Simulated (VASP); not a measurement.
A run of VASP 6.6.1 is set up as follows.

The input INCAR:

```
SYSTEM = Zr2O
ALGO = Normal
EDIFF = 1E-7
ENCUT = 520
GGA = PS
ISIF = 2
ISMEAR = 0
LASPH = .True.
LCHARG = .False.
LREAL = .False.
LWAVE = .False.
NBANDS = 39
NELM = 60
PREC = Accurate
SIGMA = 0.15
```

The input KPOINTS:

```
k-points
0
Gamma
  10 10 10
  0 0 0
```

POSCAR

```
Zr2O
1.0
    4.8002881848      0.0000000000      0.0000000000
    0.0000000000      4.8002881848      0.0000000000
    0.0000000000      0.0000000000      4.8002881848
Zr O
4 2
Direct
    0.3015567741      0.1984432259      0.7500000000
    0.6984432259      0.1984432259      0.2500000000
    0.3015567741      0.8015567741      0.2500000000
    0.6984432259      0.8015567741      0.7500000000
    0.0000000000      0.0000000000      0.0000000000
    0.5000000000      0.5000000000      0.5000000000
```

Potentials or basis: VASP PAW PBE potentials, release 64 (Zr_sv, O).

Run with:

```bash
$ cat potpaw_PBE.64/Zr_sv/POTCAR potpaw_PBE.64/O/POTCAR > POTCAR
$ mpirun -np 1 vasp_std > vasp.out
```

**Question.** Predict the band gap on the k mesh.

**Answer.** Zero (band 30 reaches 8.47 eV, above the bottom of band 31 at 7.51 eV).

**Question.** Estimate the pressure.

**Answer.** 6.6 GPa.

**Question.** Predict the largest force.

**Answer.** 2.555 eV/Å.

Stress tensor (GPa, compression positive):
```
6.86 0.00 0.00
0.00 6.86 0.00
0.00 0.00 6.12
```

Caveat: the cell differs from its parent crystal (mode 1 (-33.3 1/cm) frozen in, largest displacement +0.350 Å); the PAW data sets were made with another functional, which shifts forces and pressure a little.
